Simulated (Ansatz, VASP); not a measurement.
# SnO2 in VASP and in Ansatz

```
Sn O
1.0
     3.56181    0.00000    0.00000
     0.00000    3.56181    0.00000
     0.00000    0.00000    2.85407
Sn O
1 2
Direct
  0.00000 0.00000 0.50000
  0.50000 0.00000 0.00000
  0.00000 0.50000 0.00000
```

Alike in both runs: functional PBE; k mesh 6 × 6 × 4; occupations gaussian, width 0.1 eV; no spin polarisation.

Ansatz relaxed the structure, and its values are those at the end. VASP's run is a single point on that final structure, the one shown.

|  | VASP | Ansatz |
| --- | --- | --- |
| version | VASP 6.6.1 | Ansatz 0.2.0 |
| potentials or method | VASP PAW PBE potentials, release 64 (Sn_d, O), cutoff 520 eV | scalar-relativistic, plane waves, PAW |
| valence electrons in the cell | 26 | 26 |

VASP gave:

- gap on the k mesh at the Fermi level (eV): none
- pressure (GPa): 0.5

Question: Which values does Ansatz return?

Answer: gap on the k mesh at the Fermi level (eV): none; pressure (GPa): 0.2.

A gap of «none» marks a metal or a gap that the smearing closes.

The k mesh is coarse, so the values compare programs but aren't converged.
